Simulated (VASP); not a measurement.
# Ti (Fmmm) in VASP: notebook

Ti is run at these levels: PBE; tasks: single point.

All numbers are computed with VASP 6.6.1; they aren't measurements. Logs are shortened: lines on timing, memory, paths and dates and some standing lists are left out, and cuts for length are marked.

## Step 1: The cell of the first run

The structure is orthorhombic, space group Fmmm (No. 69). Conventional cell: a = 2.767 Å, b = 4.097 Å, c = 5.110 Å, α = 90.00°, β = 90.00°, γ = 90.00°. Ti (site symmetry mmm) has 14 Ti at 2.47 to 3.27 Å within 3.3 Å.

## Step 2: Single point, PBE (engineering shear strain xy -0.2200, normal strain along z -0.1500)

INCAR

```
SYSTEM = Ti
PREC     = Accurate       ! precision mode
ENCUT    = 520            ! plane-wave cutoff, eV
EDIFF    = 1E-6           ! SCF threshold, eV
ISMEAR   = 0              ! smearing method
SIGMA    = 0.15           ! smearing width, eV
LREAL    = .False.        ! projectors in reciprocal space
LASPH    = .True.         ! aspherical terms in the spheres
NELM     = 100            ! most SCF steps
ALGO     = Fast           ! electronic algorithm
ISIF     = 2              ! what is computed and relaxed
LWAVE    = .False.        ! write WAVECAR
LCHARG   = .False.        ! write CHGCAR
GGA      = PE             ! functional
NBANDS   = 12             ! bands
```

KPOINTS

```
Automatic mesh
0
Gamma
  20 20 20
  0 0 0
```

POSCAR

```
Ti
1.0
   -1.8066566543      1.8066566543      1.3834758164
    1.8066566543     -1.8066566543      1.3834758164
    1.4485805607      1.4485805607     -1.3834758164
Ti
1
Direct
    0.0000000000      0.0000000000      0.0000000000
```

Potentials or basis: VASP PAW PBE potentials, release 64 (Ti_sv).

Run with:

```
$ cat potpaw_PBE.64/Ti_sv/POTCAR > POTCAR
$ mpirun -np 1 vasp_std > vasp.out
```

OUTCAR:

```text
SYSTEM = Ti
   PREC = Accurate
   ENCUT = 520
   EDIFF = 1E-6
   ISMEAR = 0
   LREAL = .False.
   LASPH = .True.
   NELM = 100
   ISIF = 2
   GGA = PE

 ion  position               nearest neighbor table
   1  0.000  0.000  0.000-

  LATTYP: Found a face centered orthorhombic cell.
 ALAT       =     2.7669516328
 B/A-ratio  =     1.4807647888
 C/A-ratio  =     1.8467965343

  Lattice vectors:

 A1 = (   3.2552372150,  -0.3580760936,   0.0000000000)
 A2 = (   1.8066566543,  -1.8066566543,  -1.3834758164)
 A3 = (   1.4485805607,   1.4485805607,  -1.3834758164)

Analysis of symmetry for initial positions (statically):
=====================================================================
 Subroutine PRICEL returns:
 Original cell was already a primitive cell.

 Routine SETGRP: Setting up the symmetry group for a
 face centered orthorhombic supercell.

 Subroutine GETGRP returns: Found  8 space group operations
 (whereof  8 operations were pure point group operations)
 out of a pool of  8 trial point group operations.

The static configuration has the point symmetry D_2h.

Analysis of symmetry for dynamics (positions and initial velocities):
=====================================================================
 Subroutine PRICEL returns:
 Original cell was already a primitive cell.

 Routine SETGRP: Setting up the symmetry group for a
 face centered orthorhombic supercell.

 Subroutine GETGRP returns: Found  8 space group operations
 (whereof  8 operations were pure point group operations)
 out of a pool of  8 trial point group operations.

The dynamic configuration has the point symmetry D_2h.

 Subroutine INISYM returns: Found  8 space group operations
 (whereof  8 operations are pure point group operations),
 and found     1 'primitive' translations

----------------------------------------------------------------------------------------

                                     Primitive cell

  volume of cell :      14.4827

  direct lattice vectors                    reciprocal lattice vectors
    -1.806656654  1.806656654  1.383475816     0.034205588  0.310959889  0.361408558
     1.806656654 -1.806656654  1.383475816     0.310959889  0.034205588  0.361408558
     1.448580561  1.448580561 -1.383475816     0.345165477  0.345165477  0.000000000

  length of vectors
     2.905515766  2.905515766  2.471998507     0.477998139  0.477998139  0.488137699

  position of ions in fractional coordinates (direct lattice)
     0.000000000  0.000000000  0.000000000

  ion indices of the primitive-cell ions
   primitive index   ion index
                 1           1

----------------------------------------------------------------------------------------

 KPOINTS: Automatic mesh

Automatic generation of k-mesh.
 Grid dimensions read from file:
 generate k-points for:   20   20   20

 Generating k-lattice:

  Cartesian coordinates                     Fractional coordinates (reciprocal lattice)
     0.001710279  0.015547994  0.018070428     0.050000000 -0.000000000  0.000000000
     0.015547994  0.001710279  0.018070428    -0.000000000  0.050000000  0.000000000
     0.017258274  0.017258274  0.000000000     0.000000000  0.000000000  0.050000000

  Length of vectors
     0.023899907  0.023899907  0.024406885

  Shift w.r.t. Gamma in fractional coordinates (k-lattice)
     0.000000000  0.000000000  0.000000000

 Subroutine IBZKPT returns following result:
 ===========================================

 Found   1166 irreducible k-points:

 Following reciprocal coordinates:
            Coordinates               Weight
  0.000000  0.000000  0.000000      1.000000
  0.050000  0.000000 -0.000000      8.000000
  0.100000  0.000000 -0.000000      8.000000
  0.150000  0.000000 -0.000000      8.000000
  0.200000  0.000000 -0.000000      8.000000
  0.250000  0.000000 -0.000000      8.000000
[... 16 lines left out ...]
 -0.400000  0.050000  0.000000      8.000000
 -0.350000  0.050000  0.000000      8.000000
 [... further k-points ...]
   k-points           NKPTS =   1166   k-points in BZ     NKDIM =   1166   number of bands    NBANDS=     12
   number of dos      NEDOS =    301   number of ions     NIONS =      1
   total plane-waves  NPLWV =  10368
   dimension x,y,z NGX =    24 NGY =   24 NGZ =   18
   dimension x,y,z NGXF=    48 NGYF=   48 NGZF=   36
   ions per type =               1
   NGX,Y,Z   is equivalent  to a cutoff of  13.73, 13.73, 12.11 a.u.
   NGXF,Y,Z  is equivalent  to a cutoff of  27.46, 27.46, 24.21 a.u.
 SYSTEM =  Ti
   PREC   = accura    normal or accurate (medium, high low for compatibility)
   ISTART =      0    job   : 0-new  1-cont  2-samecut
   ICHARG =      2    charge: 1-file 2-atom 10-const
   ISPIN  =      1    spin polarized calculation?
   LNONCOLLINEAR =      F non collinear calculations
   LSORBIT =      F    spin-orbit coupling
   LASPH  =      T    aspherical Exc in radial PAW
   ENCUT  =  520.0 eV  38.22 Ry    6.18 a.u.   5.40  5.40  4.60*2*pi/ulx,y,z
[... 66 lines left out ...]
      7      10.5969      0.00001
      8      13.0706      0.00000
      9      13.1098      0.00000
     10      14.3678      0.00000
     11      25.1289      0.00000
     12      30.2148      0.00000

 k-point     2 :       0.0500    0.0000   -0.0000
  band No.  band energies     occupation
      1     -46.1428      2.00000
      2     -21.9506      2.00000
      3     -21.5763      2.00000
      4     -21.3242      2.00000
      5       4.0247      2.00000
      6       9.7797      1.99902
      7      10.6074      0.00001
      8      13.0014      0.00000
      9      13.1093      0.00000
     10      14.3018      0.00000
     11      25.3170      0.00000
     12      30.2956      0.00000

 k-point     3 :       0.1000    0.0000   -0.0000
  band No.  band energies     occupation
      1     -46.1175      2.00000
      2     -21.9592      2.00000
      3     -21.6652      2.00000
      4     -21.3698      2.00000
      5       4.3486      2.00000
      6       9.8824      1.98018
      7      10.6550      0.00000
      8      12.7908      0.00000
      9      13.1304      0.00000
     10      14.1557      0.00000
     11      25.6826      0.00000
     12      30.3447      0.00000

 k-point     4 :       0.1500    0.0000   -0.0000
  band No.  band energies     occupation
      1     -46.0779      2.00000
      2     -21.9801      2.00000
      3     -21.8206      2.00000
      4     -21.4134      2.00000
      5       4.8564      2.00000
      6       9.9253      1.94581
      7      10.7833      0.00000
      8      12.4902      0.00000
      9      13.2201      0.00000
     10      14.0205      0.00000
     11      26.0947      0.00000
     12      29.3725      0.00000

 k-point     5 :       0.2000    0.0000   -0.0000
  band No.  band energies     occupation
      1     -46.0276      2.00000
      2     -22.0922      2.00000
      3     -21.9443      2.00000
      4     -21.4493      2.00000
      5       5.4955      2.00000
      6       9.8303      1.99521
      7      10.9171      0.00000
      8      12.3107      0.00000
      9      13.4174      0.00000
     10      13.9360      0.00000
     11      26.3600      0.00000
     12      28.0629      0.00000
[... 228 lines left out ...]
      1     -45.7915      2.00000
      2     -23.0753      2.00000
      3     -22.0373      2.00000
      4     -21.5586      2.00000
      5       7.2543      2.00000
      6       8.8143      2.00000
      7      12.4606      0.00000
      8      13.7117      0.00000
      9      14.5471      0.00000
     10      15.3534      0.00000
     11      21.8495      0.00000
     12      23.2861      0.00000

 k-point    22 :      -0.4500    0.0500   -0.0000
  band No.  band energies     occupation
      1     -45.8159      2.00000
      2     -22.9695      2.00000
      3     -22.0442      2.00000
      4     -21.5485      2.00000
      5       7.2467      2.00000
      6       8.9161      2.00000
      7      12.0657      0.00000
      8      13.6657      0.00000
      9      14.3354      0.00000
     10      15.0852      0.00000
     11      22.3900      0.00000
     12      23.6766      0.00000

 k-point    23 :      -0.4000    0.0500    0.0000
  band No.  band energies     occupation
      1     -45.8553      2.00000
      2     -22.8015      2.00000
      3     -22.0444      2.00000
      4     -21.5319      2.00000
      5       7.1786      2.00000
      6       9.0877      2.00000
      7      11.4476      0.00000
      8      13.5673      0.00000
      9      14.0954      0.00000
     10      14.6726      0.00000
     11      23.2464      0.00000
     12      24.4065      0.00000

 k-point    24 :      -0.3500    0.0500    0.0000
  band No.  band energies     occupation
      1     -45.9057      2.00000
      2     -22.5874      2.00000
      3     -22.0366      2.00000
      4     -21.5097      2.00000
      5       6.9275      2.00000
      6       9.3041      2.00000
      7      10.9618      0.00000
      8      13.3006      0.00000
      9      13.9471      0.00000
     10      14.2166      0.00000
     11      24.2259      0.00000
     12      25.3262      0.00000

 [... further k-points ...]

------------------------ aborting loop because EDIFF is reached ----------------------------------------

  FORCE on cell =-STRESS in cart. coord.  units (eV):
  Direction    XX          YY          ZZ          XY          YZ          ZX
  --------------------------------------------------------------------------------------
  -------------------------------------------------------------------------------------
  Total        1.9980600      1.9980600      2.3228432      1.1466389      0.0000000      0.0000000
  in kB      221.0391857    221.0391857    256.9689382    126.8491074      0.0000000      0.0000000
  external PRESSURE =     233.0157699 kB  Pullay stress =       0.0000000 kB

 VOLUME and BASIS-vectors are now :
 -----------------------------------------------------------------------------
  energy-cutoff  :      520.00
  volume of cell :       14.48
      direct lattice vectors                 reciprocal lattice vectors
    -1.806656654  1.806656654  1.383475816     0.034205588  0.310959889  0.361408558
     1.806656654 -1.806656654  1.383475816     0.310959889  0.034205588  0.361408558
     1.448580561  1.448580561 -1.383475816     0.345165477  0.345165477  0.000000000

 POSITION                                       TOTAL-FORCE (eV/Angst)
 -----------------------------------------------------------------------------------
      0.00000      0.00000      0.00000        -0.000000      0.000000      0.000000
 -----------------------------------------------------------------------------------
    total drift:                                0.000000      0.000000      0.000000

  FREE ENERGIE OF THE ION-ELECTRON SYSTEM (eV)
  ---------------------------------------------------
  free  energy   TOTEN  =        -7.4477852554 eV

  energy  without entropy=       -7.4341262800  energy(sigma->0) =       -7.44095577
```

Wall time 6 min (1 thread of Intel Xeon 8259CL, shared host); peak memory 0.31 GiB.

Results:

```
Free energy            : -7.4478 eV
Pressure               : 23.3 GPa
Band gap on the k mesh : zero (bands 6 and 7 overlap by 1.68 eV)
```

Caveat: the cell differs from its parent crystal (engineering shear strain xy -0.2200, normal strain along z -0.1500); the cell stands under pressure.

## Step 3: Single point, PBE (engineering shear strain xy -0.1467, normal strain along z -0.1500)

INCAR is that of step 2.

KPOINTS

```
regular mesh
0
Gamma
  20 20 20
  0 0 0
```

POSCAR

```
Ti
1.0
   -1.7470044324      1.7470044324      1.3834758164
    1.7470044324     -1.7470044324      1.3834758164
    1.5082327826      1.5082327826     -1.3834758164
Ti
1
Direct
    0.0000000000      0.0000000000      0.0000000000
```

Potentials or basis: VASP PAW PBE potentials, release 64 (Ti_sv).

Run with:

```
$ cat potpaw_PBE.64/Ti_sv/POTCAR > POTCAR
$ mpirun -np 1 vasp_std > vasp.out
```

Run time: 7.2 min. Hardware: 1 thread of Intel Xeon 8259CL, shared host; peak memory 0.31 GiB.

It converged, with:

```
Free energy            : -7.5310 eV
Pressure               : 22.5 GPa
Band gap on the k mesh : zero (bands 6 and 7 overlap by 1.54 eV)
```

Stress tensor (GPa, compression positive):
```
22.54  7.99  0.00
 7.99 22.54  0.00
 0.00  0.00 22.32
```

Levels at points of the mesh, in eV from the Fermi level:
| k point | band 2 | band 3 | band 4 | band 5 | band 6 | band 7 | band 8 | band 9 | band 10 | band 11 |
| --- | --- | --- | --- | --- | --- | --- | --- | --- | --- | --- |
| (0.00, 0.00, 0.00) | -32.05 | -31.79 | -31.64 | -6.27 | -0.13 | 0.90 | 2.51 | 2.54 | 4.07 | 15.88 |
| (0.50, 0.00, 0.00) | -33.15 | -32.21 | -31.87 | -2.96 | -1.25 | 2.41 | 3.30 | 4.42 | 5.20 | 11.43 |
| (0.50, 0.50, 0.00) | -32.86 | -31.92 | -31.63 | -2.94 | -0.05 | 0.17 | 2.62 | 4.03 | 4.75 | 8.73 |
| (0.00, 0.00, 0.50) | -33.24 | -32.25 | -31.89 | -2.92 | 0.93 | 1.83 | 2.19 | 2.35 | 5.64 | 11.27 |
| (0.50, 0.50, 0.50) | -33.04 | -32.44 | -32.40 | -2.96 | -2.69 | 4.03 | 4.99 | 5.47 | 8.07 | 9.05 |

Caveat: the cell differs from its parent crystal (engineering shear strain xy -0.1467, normal strain along z -0.1500); the cell stands under pressure.

## Step 4: Single point, PBE (engineering shear strain xy -0.2200, normal strain along z -0.1000)

INCAR

```
SYSTEM = Ti
PREC     = Accurate       ! precision mode
ENCUT    = 520            ! plane-wave cutoff, eV
EDIFF    = 1E-6           ! SCF threshold, eV
ISMEAR   = 0              ! smearing method
SIGMA    = 0.15           ! smearing width, eV
LREAL    = .FALSE.        ! projectors in reciprocal space
LASPH    = .TRUE.         ! aspherical terms in the spheres
NELM     = 100            ! most SCF steps
ALGO     = Fast           ! electronic algorithm
ISIF     = 2              ! what is computed and relaxed
LWAVE    = .FALSE.        ! write WAVECAR
LCHARG   = .FALSE.        ! write CHGCAR
GGA      = PE             ! functional
NBANDS   = 12             ! bands
```

KPOINTS

```
Automatic mesh
0
G
  20 20 20
  0 0 0
```

POSCAR

```
Ti
1.0
   -1.8066566543      1.8066566543      1.4648567468
    1.8066566543     -1.8066566543      1.4648567468
    1.4485805607      1.4485805607     -1.4648567468
Ti
1
Direct
    0.0000000000      0.0000000000      0.0000000000
```

Run with:

```
$ cat potpaw_PBE.64/Ti_sv/POTCAR > POTCAR
$ mpirun -np 1 vasp_std > vasp.out
```

It took 8.3 min on 1 thread of Intel Xeon 8259CL, shared host; peak memory 0.32 GiB.

It converged, with:

```
Free energy            : -7.5578 eV
Pressure               : 13.9 GPa
Band gap on the k mesh : zero (bands 6 and 7 overlap by 1.54 eV)
```

Stress tensor (GPa, compression positive):
```
12.96  9.52  0.00
 9.52 12.96  0.00
 0.00  0.00 15.86
```

Levels at points of the mesh, in eV from the Fermi level:
```
           k point  band 4  band 5  band 6  band 7  band 8  band 9
(0.00, 0.00, 0.00)  -31.64   -6.13   -0.07    0.21    2.60    3.31
(0.50, 0.00, 0.00)  -31.81   -2.70   -1.01    2.04    3.44    3.91
(0.50, 0.50, 0.00)  -31.65   -2.87   -0.44   -0.33    3.42    4.23
(0.00, 0.00, 0.50)  -32.01   -2.86    0.53    2.11    2.19    3.04
(0.50, 0.50, 0.50)  -32.34   -2.68   -2.48    3.48    4.60    5.69
```

Caveat: the cell differs from its parent crystal (engineering shear strain xy -0.2200, normal strain along z -0.1000); the cell stands under pressure.

## Step 5: Single point, PBE (engineering shear strain xy -0.2200, normal strain along z +0.0500)

INCAR

```
SYSTEM = Ti
PREC = Accurate
ENCUT = 520
EDIFF = 1E-6
ISMEAR = 0
SIGMA = 0.15
LREAL = .FALSE.
LASPH = .TRUE.
NELM = 60
ALGO = Fast
ISIF = 2
LWAVE = .FALSE.
LCHARG = .TRUE.
GGA = PE
LELF = .TRUE.
LVHAR = .TRUE.
NBANDS = 12
```

KPOINTS

```
regular mesh
0
G
  20 20 20
  0 0 0
```

POSCAR

```
Ti
1.0
   -1.8066566543      1.8066566543      1.7089995379
    1.8066566543     -1.8066566543      1.7089995379
    1.4485805607      1.4485805607     -1.7089995379
Ti
1
Direct
    0.0000000000      0.0000000000      0.0000000000
```

Run with:

```
$ cat potpaw_PBE.64/Ti_sv/POTCAR > POTCAR
$ mpirun -np 1 vasp_std > vasp.out
```

It took 6.7 min on 1 thread of Intel Xeon 8259CL, shared host; peak memory 0.35 GiB.

Results (log left out):

- Free energy: -7.6571 eV
- Pressure: -4.0 GPa
- Band gap on the k mesh: zero (bands 6 and 7 overlap by 1.63 eV)

Stress tensor (GPa, compression positive):
```
-5.45  5.47  0.00
 5.47 -5.45  0.00
 0.00  0.00 -1.18
```

Levels at points of the mesh, in eV from the Fermi level:
```csv
k point,band 3,band 4,band 5,band 6,band 7,band 8,band 9,band 10
"(0.00, 0.00, 0.00)",-32.38,-32.30,-5.82,-0.16,0.61,1.93,2.64,3.47
"(0.50, 0.00, 0.00)",-32.62,-32.32,-2.27,-0.32,1.09,2.50,3.17,3.91
"(0.50, 0.50, 0.00)",-32.46,-32.33,-2.55,-0.98,-0.03,3.63,3.64,3.80
"(0.00, 0.00, 0.50)",-32.86,-32.49,-2.37,-0.42,2.36,2.62,3.22,4.86
"(0.50, 0.50, 0.50)",-32.97,-32.64,-2.22,-1.65,2.90,3.57,4.78,7.25
```

Caveat: the cell differs from its parent crystal (engineering shear strain xy -0.2200, normal strain along z +0.0500); the cell stands under tension.

## Step 6: Summary

| cell | gap on the mesh (eV) | pressure (GPa) |
| --- | --- | --- |
| a = 2.906, b = 2.906, c = 2.472 Å, angles 105.5, 105.5, 123.1°, 1 atom | none | 23.3 |
| a = 2.832, b = 2.832, c = 2.542 Å, angles 105.4, 105.4, 121.5°, 1 atom | none | 22.5 |
| a = 2.945, b = 2.945, c = 2.518 Å, angles 106.8, 106.8, 120.3°, 1 atom | none | 13.9 |
| a = 3.074, b = 3.074, c = 2.668 Å, angles 110.9, 110.9, 112.4°, 1 atom | none | -4.0 |

Alike in all rows: task single point; level PBE; potentials or basis VASP PAW PBE potentials, release 64 (Ti_sv); no spin polarisation; k mesh 20 × 20 × 20; cutoff (eV) 520; smearing gaussian 0.15 eV.

Caveats: the cell stands under pressure (at least some runs); the cell stands under tension (at least some runs).

Absolute energies hang on the potentials; compare differences alone.
